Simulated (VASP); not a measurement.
MnPt2, 6 atoms in the cell. Symmetry: Pn-3m, No. 224, cubic system. Conventional cell: a = 4.616 Å, b = 4.616 Å, c = 4.616 Å, α = 90.00°, β = 90.00°, γ = 90.00°. Within 2.6 Å of Mn (site symmetry -43m) lie 4 Pt at 2.00 Å. Within 2.6 Å of Pt (site symmetry -3m) lie 2 Mn at 2.00 Å. 

| Quantity | Value |
| --- | --- |
| Program | VASP 6.6.1 |
| Task | relaxation of cell and atoms |
| Functional | r2SCAN |
| Potentials or basis | VASP PAW PBE potentials, release 64 (Mn_pv, Pt) |
| Cutoff | 600 eV |
| k mesh | 4 × 4 × 4 |
| Occupations | gaussian, width 0.1 eV |
| Spin | collinear spin, ferromagnetic start |
| Starting moments | [0.16, 0.16, 0.0, 0.0, 0.0, 0.0] μB |
| Dipole correction | no |
| Further INCAR settings | ALGO = Normal; EDIFF = 1e-06; IBRION = 2; EDIFFG = -0.04; NSW = 90; ISIF = 3 |

Potentials or basis: VASP PAW PBE potentials, release 64 (Mn_pv, Pt).

Launch:

```sh
$ cat potpaw_PBE.64/Mn_pv/POTCAR potpaw_PBE.64/Pt/POTCAR > POTCAR
$ cp INCAR.step1 INCAR
$ mpirun -np 1 vasp_std > vasp.out
$ cp INCAR.step2 INCAR
$ mpirun -np 1 vasp_std > vasp.out
```

Hardware: 1 thread of Oxide Virtual Turin-like Processor, with other jobs on the host.

**Question.** How long does it take, and how much memory?

**Answer.** It took 2.7 h on 1 thread of Oxide Virtual Turin-like Processor, with other jobs on the host, peak memory 0.35 GiB. Counts: k points 10, ion steps 5.
